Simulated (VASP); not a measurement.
## Rb: single point with PBEsol

The system is Rb.

```
Rb
1.0
    -2.69376    2.69376    2.58152
     2.69376   -2.69376    2.58152
     2.69376    2.69376   -2.58152
Rb
1
Direct
  0.00000 0.00000 0.00000
```

This cell differs from its parent crystal: strain -0.040 along x and y, -0.080 along z.

```json
{
  "Program": "VASP 6.6.1",
  "Task": "single point",
  "Functional": "PBEsol",
  "Potentials or basis": "VASP PAW PBE potentials, release 64 (Rb_sv)",
  "Cutoff": "520 eV",
  "k mesh": "12 × 12 × 12",
  "Occupations": "gaussian, width 0.15 eV",
  "Spin": "no spin polarisation"
}
```

```json
{
 "Pressure": "0.5 GPa"
}
```

Levels at points of the mesh, in eV from the Fermi level:
```tsv
k point	band 2	band 3	band 4	band 5	band 6	band 7	band 8	band 9
(0.00, 0.00, 0.00)	-12.78	-12.78	-12.78	-2.24	3.69	3.94	3.94	4.77
(0.50, 0.00, 0.00)	-12.97	-12.85	-12.79	0.20	1.00	2.52	4.73	5.66
(0.50, 0.50, 0.00)	-12.97	-12.84	-12.78	0.13	0.88	2.78	4.53	5.54
(0.50, 0.50, 0.50)	-12.92	-12.92	-12.90	1.04	1.17	3.64	3.64	4.11
```

It took 71 s on 1 thread of Intel(R) Xeon(R) Platinum 8375C CPU @ 2.90GHz (Ice Lake), on a shared host, peak memory 0.27 GiB.

Caveat: the cell differs from its parent crystal (strain -0.040 along x and y, -0.080 along z); the PAW data sets were made with another functional, which shifts forces and pressure a little.
